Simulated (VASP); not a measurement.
# Ag (Cmcm) in VASP: further runs

The runs below take Ag through single point, with r2SCAN.

Program: VASP 6.6.1. These are calculated values, not measurements. Logs are shortened: lines on timing, memory, paths and dates and some standing lists are left out, and cuts for length are marked.

## (1) The cell of the first run

It takes space group Cmcm (No. 63, orthorhombic). Conventional cell: a = 3.269 Å, b = 4.622 Å, c = 4.622 Å, α = 90.00°, β = 90.00°, γ = 90.00°. Within 3.7 Å of Ag (site symmetry m2m) lie 14 Ag at 2.83 to 3.56 Å.

## (2) Single point, r2SCAN

File POSCAR:

```
Ag
1.0
   -1.6342676484      1.6342676484      1.6342676484
    1.6342676484     -1.6342676484      1.6342676484
    3.2685352969      3.2685352969      0.0000000000
Ag
2
Direct
   -0.0432675016      0.0432675016      0.0000000000
    0.5432675016      0.4567324984      0.5000000000
```

File INCAR.step1:

```
SYSTEM = Ag
PREC = Accurate
ENCUT = 520
ISMEAR = 0
SIGMA = 0.15
LREAL = .FALSE.
LASPH = .TRUE.
NELM = 60
NBANDS = 18
GGA = PE
ALGO = Normal
EDIFF = 1E-4
LWAVE = .TRUE.
LCHARG = .FALSE.
```

File INCAR.step2:

```
SYSTEM = Ag
PREC = Accurate
ENCUT = 520
EDIFF = 1E-6
ISMEAR = 0
SIGMA = 0.15
LREAL = .FALSE.
LASPH = .TRUE.
NELM = 60
ALGO = Normal
ISIF = 2
LWAVE = .FALSE.
LCHARG = .TRUE.
METAGGA = R2SCAN
LMIXTAU = .TRUE.
LELF = .TRUE.
LVHAR = .TRUE.
NBANDS = 18
ISTART = 1
```

File KPOINTS:

```
regular mesh
0
G
  22 22 14
  0 0 0
```

Potentials or basis: VASP PAW PBE potentials, release 64 (Ag).

Command:

```bash
> cat potpaw_PBE.64/Ag/POTCAR > POTCAR
> cp INCAR.step1 INCAR
> mpirun -np 1 vasp_std > vasp.out
> cp INCAR.step2 INCAR
> mpirun -np 1 vasp_std > vasp.out
```

OUTCAR:

```text
SYSTEM = Ag
   PREC = Accurate
   ENCUT = 520
   EDIFF = 1E-6
   ISMEAR = 0
   LREAL = .FALSE.
   LASPH = .TRUE.
   NELM = 60
   ISIF = 2
   METAGGA = R2SCAN
   ISTART = 1

 ion  position               nearest neighbor table
   1  0.957  0.043  0.000-   2 2.86   2 2.86   2 2.86   2 2.86   2 3.00   2 3.00   2 3.56   2 3.56

   2  0.543  0.457  0.500-   1 2.86   1 2.86   1 2.86   1 2.86   1 3.00   1 3.00   1 3.56   1 3.56

  LATTYP: Found a base centered orthorhombic cell.
 ALAT       =     3.2685352968
 B/A-ratio  =     1.4142135624
 C/A-ratio  =     1.4142135624

  Lattice vectors:

 A1 = (  -1.6342676484,   1.6342676484,   1.6342676484)
 A2 = (   1.6342676484,  -1.6342676484,   1.6342676484)
 A3 = (   3.2685352969,   3.2685352969,   0.0000000000)

Analysis of symmetry for initial positions (statically):
=====================================================================
 Subroutine PRICEL returns:
 Original cell was already a primitive cell.

 Routine SETGRP: Setting up the symmetry group for a
 base centered orthorhombic supercell.

 Subroutine GETGRP returns: Found  8 space group operations
 (whereof  4 operations were pure point group operations)
 out of a pool of  8 trial point group operations.

The static configuration has the point symmetry C_2v.
 The point group associated with its full space group is D_2h.

Analysis of symmetry for dynamics (positions and initial velocities):
=====================================================================
 Subroutine PRICEL returns:
 Original cell was already a primitive cell.

 Routine SETGRP: Setting up the symmetry group for a
 base centered orthorhombic supercell.

 Subroutine GETGRP returns: Found  8 space group operations
 (whereof  4 operations were pure point group operations)
 out of a pool of  8 trial point group operations.

The dynamic configuration has the point symmetry C_2v.
 The point group associated with its full space group is D_2h.

 Subroutine INISYM returns: Found  8 space group operations
 (whereof  4 operations are pure point group operations),
 and found     1 'primitive' translations

----------------------------------------------------------------------------------------

                                     Primitive cell

  volume of cell :      34.9188

  direct lattice vectors                    reciprocal lattice vectors
    -1.634267648  1.634267648  1.634267648    -0.152973719  0.152973719  0.305947438
     1.634267648 -1.634267648  1.634267648     0.152973719 -0.152973719  0.305947438
     3.268535297  3.268535297  0.000000000     0.152973719  0.152973719  0.000000000

  length of vectors
     2.830634600  2.830634600  4.622406946     0.374707556  0.374707556  0.216337508

  position of ions in fractional coordinates (direct lattice)
     0.956732498  0.043267502  0.000000000
     0.543267502  0.456732498  0.500000000

  ion indices of the primitive-cell ions
   primitive index   ion index
                 1           1
                 2           2

----------------------------------------------------------------------------------------

 KPOINTS: regular mesh

Automatic generation of k-mesh.
 Grid dimensions read from file:
 generate k-points for:   22   22   14

 Generating k-lattice:

  Cartesian coordinates                     Fractional coordinates (reciprocal lattice)
    -0.006953351  0.006953351  0.013906702     0.045454545  0.000000000  0.000000000
     0.006953351 -0.006953351  0.013906702     0.000000000  0.045454545  0.000000000
     0.010926694  0.010926694  0.000000000     0.000000000  0.000000000  0.071428571

  Length of vectors
     0.017032162  0.017032162  0.015452679

  Shift w.r.t. Gamma in fractional coordinates (k-lattice)
     0.000000000  0.000000000  0.000000000

 Subroutine IBZKPT returns following result:
 ===========================================

 Found   1064 irreducible k-points:

 Following reciprocal coordinates:
            Coordinates               Weight
  0.000000  0.000000  0.000000      1.000000
  0.045455  0.000000  0.000000      4.000000
  0.090909  0.000000  0.000000      4.000000
  0.136364  0.000000  0.000000      4.000000
  0.181818  0.000000  0.000000      4.000000
  0.227273  0.000000  0.000000      4.000000
[... 16 lines left out ...]
  0.500000  0.045455  0.000000      4.000000
 -0.454545  0.045455  0.000000      4.000000
 [... further k-points ...]
   k-points           NKPTS =   1064   k-points in BZ     NKDIM =   1064   number of bands    NBANDS=     18
   number of dos      NEDOS =    301   number of ions     NIONS =      2
   total plane-waves  NPLWV =  20736
   dimension x,y,z NGX =    24 NGY =   24 NGZ =   36
   dimension x,y,z NGXF=    48 NGYF=   48 NGZF=   72
   ions per type =               2
   NGX,Y,Z   is equivalent  to a cutoff of  14.10, 14.10, 12.95 a.u.
   NGXF,Y,Z  is equivalent  to a cutoff of  28.19, 28.19, 25.89 a.u.
 SYSTEM =  Ag
   PREC   = accura    normal or accurate (medium, high low for compatibility)
   ISTART =      1    job   : 0-new  1-cont  2-samecut
   ICHARG =      0    charge: 1-file 2-atom 10-const
   ISPIN  =      1    spin polarized calculation?
   LNONCOLLINEAR =      F non collinear calculations
   LSORBIT =      F    spin-orbit coupling
   LASPH  =      T    aspherical Exc in radial PAW
   ENCUT  =  520.0 eV  38.22 Ry    6.18 a.u.   5.26  5.26  8.59*2*pi/ulx,y,z
   NELM   =     60;   NELMIN=  2; NELMDL=  0     # of ELM steps
   EDIFF  = 0.1E-05   stopping-criterion for ELM
   LREAL  =      F    real-space projection
   EDIFFG = 0.1E-04   stopping-criterion for IOM
   NSW    =      0    number of steps for IOM
   IBRION =     -1    ionic relax: 0-MD 1-quasi-New 2-CG
   NFREE  =      0    steps in history (QN), initial steepest desc. (CG)
   ISIF   =      2    stress and relaxation
   ISYM   =      2    0-nonsym 1-usesym 2-fastsym
   POTIM  = 0.5000    time-step for ionic-motion
   TEBEG  =    0.0;   TEEND  =   0.0 temperature during run
   PSTRESS=    0.0 pullay stress
   NELECT =      22.0000    total number of electrons
   NUPDOWN=      -1.0000    fix difference up-down
   EMIN   =  10.00;   EMAX   =-10.00  energy-range for DOS
   EFERMI =   0.00;   METHOD = LEGACY
   ISMEAR =     0;   SIGMA  =   0.15  broadening in eV -4-tet -1-fermi 0-gaus
   EFERMI_NEDOS =   21; number of points for ismear=-14 and -15
   IALGO  =     38    algorithm
   IMIX   =      4    mixing-type and parameters
     AMIX     =   0.40;   BMIX     =  1.00
     AMIX_MAG =   1.60;   BMIX_MAG =  1.00
  volume/ion in A,a.u.               =      17.46       117.82
  Fermi-wavevector in a.u.,A,eV,Ry     =   1.403447  2.652129 26.798882  1.969662
  Thomas-Fermi vector in A             =   2.526108
   LORBIT       =      0    0 simple, 1 ext, 2 COOP (PROOUT), +10 PAW based schemes
   METAGGA = R2SCAN    functional components
   LHFCALC =     F    Hartree Fock is set to
   AEXX    =    0.0000 exact exchange contribution
   IVDW    =     0    specifies the selected vdW correction
   LEPSILON=     F    determine dielectric tensor
   LRPA    =     F    only Hartree local field effects (RPA)
 non-spin polarized calculation
 Gauss-broadening in eV      SIGMA  =   0.15
  energy-cutoff  :      520.00
  volume of cell :       34.92
 maximum number of plane-waves:       958
 NGX is ok and might be reduce to    24
   NGX = 11   NGY = 11   NGZ = 17

 number of electron      22.0000003 magnetization

 Free energy of the ion-electron system (eV)
  ---------------------------------------------------
  ext. energy  EPLUGINS =         0.00000000
  ---------------------------------------------------
  free energy    TOTEN  =       -42.65573537 eV

  energy without entropy =      -42.64947560  energy(sigma->0) =      -42.65260548

 E-fermi :   8.1445     XC(G=0): -12.7990

 val. band max:        8.1347402853   @ k =   0.3182   0.0455   0.3571
 cond. band min:       8.1541441605   @ k =   0.4091   0.1364   0.3571
 fundamental gap:      0.0194038752
 Fermi energy:         8.1444937351

 k-point     1 :       0.0000    0.0000    0.0000
  band No.  band energies     occupation
      1       0.3371      2.00000
      2       1.5158      2.00000
      3       2.2188      2.00000
      4       2.8624      2.00000
      5       3.0816      2.00000
      6       3.1131      2.00000
[... 10 lines left out ...]
     17      26.8216      0.00000
     18      27.2057      0.00000

 k-point     2 :       0.0455    0.0000    0.0000
  band No.  band energies     occupation
      1       0.3892      2.00000
      2       1.5446      2.00000
      3       2.2283      2.00000
      4       2.8738      2.00000
      5       3.0953      2.00000
      6       3.1065      2.00000
[... 10 lines left out ...]
     17      26.8221      0.00000
     18      27.0692      0.00000

 k-point     3 :       0.0909    0.0000    0.0000
  band No.  band energies     occupation
      1       0.5424      2.00000
      2       1.6253      2.00000
      3       2.2571      2.00000
      4       2.8937      2.00000
      5       3.0848      2.00000
      6       3.1525      2.00000
[... 10 lines left out ...]
     17      26.7824      0.00000
     18      27.0099      0.00000

 k-point     4 :       0.1364    0.0000    0.0000
  band No.  band energies     occupation
      1       0.7870      2.00000
      2       1.7385      2.00000
      3       2.3098      2.00000
      4       2.9010      2.00000
      5       3.0424      2.00000
      6       3.2811      2.00000
[... 375 lines left out ...]
      4       2.9469      2.00000
      5       3.3336      2.00000
      6       3.5539      2.00000
[... 10 lines left out ...]
     17      20.7620      0.00000
     18      25.8623      0.00000

 k-point    23 :       0.5000    0.0455    0.0000
  band No.  band energies     occupation
      1       1.8001      2.00000
      2       2.1929      2.00000
      3       2.2107      2.00000
      4       2.9168      2.00000
      5       3.3140      2.00000
      6       3.5806      2.00000
[... 10 lines left out ...]
     17      20.9370      0.00000
     18      25.7798      0.00000

 k-point    24 :      -0.4545    0.0455    0.0000
  band No.  band energies     occupation
      1       1.8255      2.00000
      2       2.2202      2.00000
      3       2.2222      2.00000
      4       2.9231      2.00000
      5       3.2471      2.00000
      6       3.4850      2.00000
[... 10 lines left out ...]
     17      21.2384      0.00000
     18      25.7936      0.00000

 [... further k-points ...]
[... 5 lines left out ...]
  --------------------------------------------------------------------------------------
  -------------------------------------------------------------------------------------
  Total        0.1130114      0.1130114     -0.1761339     -0.1561538     -0.0000000      0.0000000
  in kB        5.1852942      5.1852942     -8.0815355     -7.1647902     -0.0000000      0.0000000
  external PRESSURE =       0.7630176 kB  Pullay stress =       0.0000000 kB

 VOLUME and BASIS-vectors are now :
 -----------------------------------------------------------------------------
  energy-cutoff  :      520.00
  volume of cell :       34.92
      direct lattice vectors                 reciprocal lattice vectors
    -1.634267648  1.634267648  1.634267648    -0.152973719  0.152973719  0.305947438
     1.634267648 -1.634267648  1.634267648     0.152973719 -0.152973719  0.305947438
     3.268535297  3.268535297  0.000000000     0.152973719  0.152973719  0.000000000

 POSITION                                       TOTAL-FORCE (eV/Angst)
 -----------------------------------------------------------------------------------
     -1.49285      1.49285      1.63427        -0.008597      0.008597      0.000000
      1.49285      1.77569      1.63427         0.008597     -0.008597      0.000000
 -----------------------------------------------------------------------------------
    total drift:                               -0.000000     -0.000000     -0.000000

  FREE ENERGIE OF THE ION-ELECTRON SYSTEM (eV)
  ---------------------------------------------------
  free  energy   TOTEN  =       -42.6557353738 eV

  energy  without entropy=      -42.6494755960  energy(sigma->0) =      -42.65260548
```

Wall time 26 min (1 thread of Oxide Virtual Turin-like, shared host); peak memory 0.57 GiB.

Results:

```yaml
Free_energy: -42.6557 eV
Pressure: 0.1 GPa
Largest_force: 0.012 eV/Å
Band_gap_on_the_k_mesh: zero (bands 11 and 12 overlap by 7.98 eV)
```

Forces on the atoms (eV/Å):
```
Ag  -0.009  0.009  0.000
Ag   0.009 -0.009  0.000
```

Caveat: the PAW data sets were made with another functional, which shifts forces and pressure a little.

## (3) Single point, r2SCAN

File POSCAR:

```
Ag
1.0
   -1.6342676484      1.6342676484      1.6342676484
    1.6342676484     -1.6342676484      1.6342676484
    3.2685352969      3.2685352969      0.0000000000
Ag
2
Direct
    0.0324506262     -0.0324506262      0.0000000000
    0.4675493738      0.5324506262      0.5000000000
```

File INCAR.step1:

```
SYSTEM = Ag
  PREC = Accurate
  ENCUT = 520
  ISMEAR = 0
  SIGMA = 0.15
  LREAL = .False.
  LASPH = .True.
  NELM = 100
  NBANDS = 18
  GGA = PE
  ALGO = Normal
  EDIFF = 1E-4
  LWAVE = .True.
  LCHARG = .False.
```

File INCAR.step2:

```
SYSTEM = Ag
  PREC = Accurate
  ENCUT = 520
  EDIFF = 1E-6
  ISMEAR = 0
  SIGMA = 0.15
  LREAL = .False.
  LASPH = .True.
  NELM = 100
  ALGO = Normal
  ISIF = 2
  LWAVE = .False.
  LCHARG = .False.
  METAGGA = R2SCAN
  LMIXTAU = .True.
  NBANDS = 18
  ISTART = 1
```

File KPOINTS:

```
Automatic mesh
0
Gamma
  22 22 14
  0 0 0
```

Potentials or basis: VASP PAW PBE potentials, release 64 (Ag).

Command:

```bash
> cat potpaw_PBE.64/Ag/POTCAR > POTCAR
> cp INCAR.step1 INCAR
> mpirun -np 1 vasp_std > vasp.out
> cp INCAR.step2 INCAR
> mpirun -np 1 vasp_std > vasp.out
```

Run time: 34 min. Hardware: 1 thread of Oxide Virtual Turin-like, shared host; peak memory 0.58 GiB.

It converged, with:

```
Free energy            : -42.6555 eV
Pressure               : 0.0 GPa
Largest force          : 0.012 eV/Å
Band gap on the k mesh : zero (bands 11 and 12 overlap by 8.16 eV)
```

Forces on the atoms (eV/Å):
```
Ag  -0.008  0.008  0.000
Ag   0.008 -0.008  0.000
```

Stress tensor (GPa, compression positive):
```
 0.22 -0.50  0.00
-0.50  0.22  0.00
 0.00  0.00 -0.45
```

Levels at points of the mesh, in eV from the Fermi level:
| k point | band 8 | band 9 | band 10 | band 11 | band 12 | band 13 | band 14 | band 15 |
| --- | --- | --- | --- | --- | --- | --- | --- | --- |
| (0.00, 0.00, 0.00) | -4.01 | -3.95 | -3.68 | -3.02 | 0.03 | 4.11 | 13.95 | 15.05 |
| (0.50, 0.00, 0.00) | -3.69 | -3.57 | -3.57 | -0.01 | 0.44 | 7.54 | 7.96 | 8.48 |
| (0.50, 0.50, 0.00) | -3.18 | -3.11 | -2.95 | 0.23 | 3.86 | 7.14 | 7.45 | 7.47 |
| (0.00, 0.00, 0.50) | -4.30 | -4.10 | -4.10 | -3.67 | -3.67 | 12.27 | 12.27 | 16.02 |
| (0.50, 0.00, 0.50) | -3.78 | -2.98 | -2.98 | 0.09 | 0.09 | 4.07 | 4.07 | 14.01 |
| (0.50, 0.50, 0.50) | -4.03 | -3.02 | -3.02 | 3.01 | 3.01 | 5.26 | 5.26 | 10.39 |

Caveat: the PAW data sets were made with another functional, which shifts forces and pressure a little.

## (4) Single point, r2SCAN (atoms displaced along a vibrational mode)

File POSCAR:

```
Ag
1.0
   -1.6342676484      1.6342676484      1.6342676484
    1.6342676484     -1.6342676484      1.6342676484
    3.2685352969      3.2685352969      0.0000000000
Ag
2
Direct
   -0.0865350032      0.0865350032      0.0000000000
    0.5865350032      0.4134649968      0.5000000000
```

File INCAR.step1:

```
ALGO = Normal
EDIFF = 1E-4
ENCUT = 520
GGA = PE
ISMEAR = 0
LASPH = T
LCHARG = F
LREAL = F
LWAVE = T
NBANDS = 18
NELM = 100
PREC = Accurate
SIGMA = 0.15
```

File INCAR.step2:

```
ALGO = Normal
EDIFF = 1E-7
ENCUT = 520
ISIF = 2
ISMEAR = 0
ISTART = 1
LASPH = T
LCHARG = F
LMIXTAU = T
LREAL = F
LWAVE = F
METAGGA = R2SCAN
NBANDS = 18
NELM = 100
PREC = Accurate
SIGMA = 0.15
```

File KPOINTS:

```
k-points
0
Gamma
  22 22 14
```

Command:

```bash
> cat potpaw_PBE.64/Ag/POTCAR > POTCAR
> cp INCAR.step1 INCAR
> mpirun -np 1 vasp_std > vasp.out
> cp INCAR.step2 INCAR
> mpirun -np 1 vasp_std > vasp.out
```

Run time: 48 min. Hardware: 1 thread of Oxide Virtual Turin-like, shared host; peak memory 0.58 GiB.

The run converged. Its results:

* Free energy: -42.5962 eV
* Pressure: 1.5 GPa
* Largest force: 0.364 eV/Å
* Band gap on the k mesh: zero (bands 11 and 12 overlap by 7.43 eV)

Forces in eV/Å, atoms in the order of the input:
```
Ag  -0.258  0.258  0.000
Ag   0.258 -0.258  0.000
```

Stress tensor (GPa, compression positive):
```
 3.69 -0.47  0.00
-0.47  3.69  0.00
 0.00  0.00 -2.79
```

Levels at points of the mesh, in eV from the Fermi level:
```tsv
k point	band 8	band 9	band 10	band 11	band 12	band 13	band 14	band 15
(0.00, 0.00, 0.00)	-4.19	-4.04	-3.62	-3.31	0.04	4.13	14.94	16.11
(0.50, 0.00, 0.00)	-3.70	-3.55	-3.18	-0.42	0.83	6.81	6.88	9.35
(0.50, 0.50, 0.00)	-3.34	-3.13	-2.96	1.20	2.79	7.11	8.94	9.07
(0.00, 0.00, 0.50)	-4.37	-3.88	-3.88	-3.49	-3.49	12.29	12.29	15.50
(0.50, 0.00, 0.50)	-3.72	-3.28	-3.28	0.39	0.39	3.79	3.79	14.77
(0.50, 0.50, 0.50)	-3.38	-3.04	-3.04	1.99	1.99	6.39	6.39	10.38
```

Caveat: the cell differs from its parent crystal (atoms displaced along a vibrational mode); the PAW data sets were made with another functional, which shifts forces and pressure a little.

(Part 1 of 2 ends here.)
